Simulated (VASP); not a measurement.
# Ni: single point with r2SCAN

The system is Ni.

```
Ni
1.0
     0.00000    1.73306    1.73306
     1.73306    0.00000    1.73306
     1.73306    1.73306    0.00000
Ni
1
Cartesian
  0.0000 0.0000 0.0000
```

```json
{
 "Program": "VASP 6.6.1",
 "Task": "single point",
 "Functional": "r2SCAN",
 "Potentials or basis": "VASP PAW PBE potentials, release 64 (Ni)",
 "Cutoff": "520 eV",
 "k mesh": "15 × 15 × 15",
 "Occupations": "fermi-dirac, width 0.3 eV",
 "Spin": "no spin polarisation"
}
```

- Pressure: 3.4 GPa
- Band gap on the k mesh: zero (band 5 reaches 9.77 eV, above the bottom of band 6 at 8.68 eV)

Levels at points of the mesh, in eV from the Fermi level:
```tsv
k point	band 2	band 3	band 4	band 5	band 6	band 7	band 8	band 9
(0.00, 0.00, 0.00)	-2.19	-2.19	-2.19	-1.05	-1.05	24.98	29.66	29.66
```

Wall time 22 s on 1 thread of Intel(R) Xeon(R) 6975P-C (Granite Rapids), on a shared host, peak memory 0.12 GiB.

Caveat: the PAW data sets were made with another functional, which shifts forces and pressure a little; the run has no spin polarisation, though such a crystal can be magnetic. Spin polarisation is off, so any magnetic state and its effect on volume and gap are missing.
